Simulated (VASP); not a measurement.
MgO:

```
CELL_PARAMETERS angstrom
0.00000 2.32143 2.32143
2.32143 0.00000 2.32143
2.32143 2.32143 0.00000
ATOMIC_POSITIONS crystal
Mg 0.50000 0.50000 0.50000
O 0.75000 0.75000 0.75000
```

Base run:

```yaml
Program: VASP 6.6.1
Functional: PBE
Potentials_or_basis: VASP PAW PBE potentials, release 64 (Mg, O)
Cutoff: 520 eV
k_mesh: 10 × 10 × 10
Occupations: fermi-dirac, width 0.05 eV
Spin: no spin polarisation
```

Its results: band gap on the k mesh 3.36 eV, direct; pressure -2.6 GPa.

**Question.** The run is repeated on the same cell with these changes: functional from PBE to PBEsol; further incar settings from ALGO = Normal; EDIFF = 1e-07; NBANDS = 11 to ALGO = Normal; EDIFF = 1e-06; NBANDS = 11. What comes out?

**Answer.** Band gap on the k mesh 3.25 eV, direct; pressure -5.1 GPa.

Caveats: the PAW data sets were made with another functional, which shifts forces and pressure a little (some runs).

